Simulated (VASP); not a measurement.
# Zn2O3 (Fd-3m) in VASP: further runs, part 2 of 2

VASP 6.6.1. Earlier steps stand in the parts before.

## Step 4: Relaxation of cell and atoms, PBE

This run uses another cell than the first one, of 12.08 Å³/atom, 1.007 times its volume.

INCAR

```
SYSTEM = Zn2O3
  PREC = Accurate
  ENCUT = 600
  EDIFF = 1E-7
  ISMEAR = 0
  SIGMA = 0.1
  LREAL = .False.
  LASPH = .True.
  NELM = 60
  ALGO = Normal
  ISIF = 3
  LWAVE = .False.
  LCHARG = .False.
  GGA = PE
  IBRION = 2
  NSW = 90
  EDIFFG = -0.04
```

KPOINTS

```
Automatic mesh
0
Gamma
  4 4 4
  0 0 0
```

POSCAR

```
Zn2O3
1.0
    0.0000000000      3.9239301400      3.9239301400
    3.9239301400      0.0000000000      3.9239301400
    3.9239301400      3.9239301400      0.0000000000
Zn O
4 6
Direct
    0.1250000000      0.1250000000      0.1250000000
    0.1250000000      0.1250000000      0.6250000000
    0.1250000000      0.6250000000      0.1250000000
    0.6250000000      0.1250000000      0.1250000000
    0.6250000000      0.6250000000      0.6250000000
    0.6250000000      0.6250000000      0.1250000000
    0.6250000000      0.1250000000      0.6250000000
    0.1250000000      0.6250000000      0.6250000000
    0.7500000000      0.7500000000      0.7500000000
    0.5000000000      0.5000000000      0.5000000000
```

Potentials or basis: VASP PAW PBE potentials, release 64 (Zn, O).

Run with:

```bash
$ cat potpaw_PBE.64/Zn/POTCAR potpaw_PBE.64/O/POTCAR > POTCAR
$ mpirun -np 1 vasp_std > vasp.out
```

OUTCAR:

```text
SYSTEM = Zn2O3
   PREC = Accurate
   ENCUT = 600
   EDIFF = 1E-7
   ISMEAR = 0
   LREAL = .False.
   LASPH = .True.
   NELM = 60
   ISIF = 3
   GGA = PE
   IBRION = 2
   NSW = 90
   EDIFFG = -0.04

 ion  position               nearest neighbor table
   1  0.125  0.125  0.125-   2 2.77   3 2.77   4 2.77   2 2.77   3 2.77   4 2.77
   2  0.125  0.125  0.625-   1 2.77   1 2.77   3 2.77   4 2.77   3 2.77   4 2.77
   3  0.125  0.625  0.125-   1 2.77   2 2.77   1 2.77   2 2.77   4 2.77   4 2.77
[... 687 lines left out ...]
  external PRESSURE =       0.7741697 kB  Pullay stress =       0.0000000 kB

 VOLUME and BASIS-vectors are now :
 -----------------------------------------------------------------------------
  energy-cutoff  :      600.00
  volume of cell :      119.36
      direct lattice vectors                 reciprocal lattice vectors
    -0.000000000  3.907938204  3.907938204    -0.127944705  0.127944705  0.127944705
     3.907938204 -0.000000000  3.907938204     0.127944705 -0.127944705  0.127944705
     3.907938204  3.907938204 -0.000000000     0.127944705  0.127944705 -0.127944705

 POSITION                                       TOTAL-FORCE (eV/Angst)
 -----------------------------------------------------------------------------------
      0.97698      0.97698      0.97698         0.000000      0.000000      0.000000
      2.93095      2.93095      0.97698         0.000000      0.000000      0.000000
      2.93095      0.97698      2.93095         0.000000      0.000000      0.000000
      0.97698      2.93095      2.93095         0.000000      0.000000      0.000000
      4.88492      4.88492      4.88492         0.000000      0.000000      0.000000
      2.93095      2.93095      4.88492         0.000000      0.000000      0.000000
      2.93095      4.88492      2.93095         0.000000      0.000000      0.000000
      4.88492      2.93095      2.93095         0.000000      0.000000      0.000000
      5.86191      5.86191      5.86191        -0.000000     -0.000000     -0.000000
      3.90794      3.90794      3.90794         0.000000     -0.000000      0.000000
 -----------------------------------------------------------------------------------
    total drift:                                0.000000      0.000000      0.000000

  FREE ENERGIE OF THE ION-ELECTRON SYSTEM (eV)
  ---------------------------------------------------
  free  energy   TOTEN  =       -29.1740267179 eV

  energy  without entropy=      -29.1714449791  energy(sigma->0) =      -29.17273585

 reached required accuracy - stopping structural energy minimisation
```

It took 6.2 min on 1 thread of AMD EPYC 7R13, shared host; peak memory 0.31 GiB.

What came out:

| Quantity | Value |
| --- | --- |
| Free energy | -29.1740 eV |
| Relaxed volume | 11.94 Å³/atom |
| Relaxed cell | a = 5.527 Å, b = 5.527 Å, c = 5.527 Å, α = 60.00°, β = 60.00°, γ = 60.00° |
| Space group after relaxing (to 0.05 Å) | Fd-3m (No. 227) |
| Energy gained by relaxing | 0.5 meV/atom |
| Ionic steps | 2 |
| Pressure after relaxing | 0.1 GPa |
| Band gap on the k mesh | 0.31 eV, indirect (least direct gap 0.38 eV) |

Step by step:
```
step  energy change (eV)  largest force (eV/Å)  pressure (GPa)  volume (Å³)
   1              0.0000                0.0000           -1.12       120.84
   2             -0.0047                0.0000            0.08       119.36
```

Final structure:
```
Zn O
1.0
     0.00000    3.90794    3.90794
     3.90794    0.00000    3.90794
     3.90794    3.90794    0.00000
Zn O
4 6
Direct
  0.12500 0.12500 0.12500
  0.12500 0.12500 0.62500
  0.12500 0.62500 0.12500
  0.62500 0.12500 0.12500
  0.62500 0.62500 0.62500
  0.62500 0.62500 0.12500
  0.62500 0.12500 0.62500
  0.12500 0.62500 0.62500
  0.75000 0.75000 0.75000
  0.50000 0.50000 0.50000
```

Levels at points of the mesh, in eV from the valence-band top:
| k point | band 39 | band 40 | band 41 | band 42 | band 43 | band 44 | band 45 | band 46 |
| --- | --- | --- | --- | --- | --- | --- | --- | --- |
| (0.00, 0.00, 0.00) | -1.81 | -1.77 | -1.77 | -1.77 | 0.65 | 0.65 | 0.65 | 0.94 |
| (0.50, 0.00, 0.00) | -1.91 | -0.78 | -0.78 | -0.78 | 0.45 | 1.47 | 1.47 | 2.58 |
| (0.50, 0.50, 0.00) | -1.47 | -1.47 | -0.75 | -0.75 | 1.30 | 1.30 | 2.06 | 2.06 |

A k mesh can miss the band edges.

## Step 5: Single point, PBE

INCAR

```
SYSTEM = Zn2O3
PREC = Accurate
ENCUT = 520
EDIFF = 1E-6
ISMEAR = 0
SIGMA = 0.02
LREAL = .FALSE.
LASPH = .TRUE.
NELM = 100
ALGO = Normal
ISIF = 2
LWAVE = .FALSE.
LCHARG = .TRUE.
GGA = PE
LELF = .TRUE.
LVHAR = .TRUE.
NBANDS = 53
```

KPOINTS

```
Automatic mesh
0
G
  8 8 8
  0 0 0
```

POSCAR

```
Zn2O3
1.0
    0.0000000000      3.9131599272      3.9131599272
    3.9131599272      0.0000000000      3.9131599272
    3.9131599272      3.9131599272      0.0000000000
Zn O
4 6
Direct
    0.6250000000      0.6250000000      0.6250000000
    0.6250000000      0.6250000000      0.1250000000
    0.6250000000      0.1250000000      0.6250000000
    0.1250000000      0.6250000000      0.6250000000
    0.1250000000      0.1250000000      0.1250000000
    0.1250000000      0.1250000000      0.6250000000
    0.1250000000      0.6250000000      0.1250000000
    0.6250000000      0.1250000000      0.1250000000
    0.2500000000      0.2500000000      0.2500000000
    0.0000000000      0.0000000000      0.0000000000
```

Run with:

```bash
$ cat potpaw_PBE.64/Zn/POTCAR potpaw_PBE.64/O/POTCAR > POTCAR
$ mpirun -np 1 vasp_std > vasp.out
```

Wall time 8.3 min (1 thread of AMD EPYC 7R13, shared host); peak memory 0.28 GiB.

Results (log left out):

```yaml
Free_energy: -29.1918 eV
Pressure: -0.1 GPa
Band_gap_on_the_k_mesh: 0.06 eV, indirect (least direct gap 0.13 eV)
```

Levels at points of the mesh, in eV from the valence-band top:
```
           k point  band 38  band 39  band 40  band 41  band 42  band 43  band 44  band 45  band 46  band 47
(0.00, 0.00, 0.00)    -1.93    -1.78    -1.78    -1.78    -1.76     0.68     0.68     0.68     0.94     3.68
(0.50, 0.00, 0.00)    -2.34    -1.87    -0.78    -0.78    -0.76     0.49     1.49     1.49     2.57     3.36
(0.50, 0.50, 0.00)    -2.09    -1.44    -1.44    -0.74    -0.74     1.32     1.32     2.09     2.09     3.05
```

A k mesh can miss the band edges.

## Step 6: Overview

| task | cell | k mesh | cutoff (eV) | smearing | gap on the mesh (eV) | pressure (GPa) |
| --- | --- | --- | --- | --- | --- | --- |
| single point | a = 5.537 Å, angles 60.0°, 10 atoms | 4 × 4 × 4 | 520 | gaussian 0.1 eV | 0.31 | -0.3 |
| single point | a = 5.549 Å, angles 60.0°, 10 atoms | 4 × 4 × 4 | 520 | gaussian 0.1 eV | 0.31 | -1.0 |
| relaxation of cell and atoms | relaxed from a = 5.549 Å, angles 60.0°, 10 atoms | 4 × 4 × 4 | 600 | gaussian 0.1 eV | 0.31 | 0.1 |
| single point | a = 5.534 Å, angles 60.0°, 10 atoms | 8 × 8 × 8 | 520 | gaussian 0.02 eV | 0.06 | -0.1 |

Alike in all rows: level PBE; potentials or basis VASP PAW PBE potentials, release 64 (Zn, O); no spin polarisation.

Absolute energies hang on the potentials; compare differences alone.
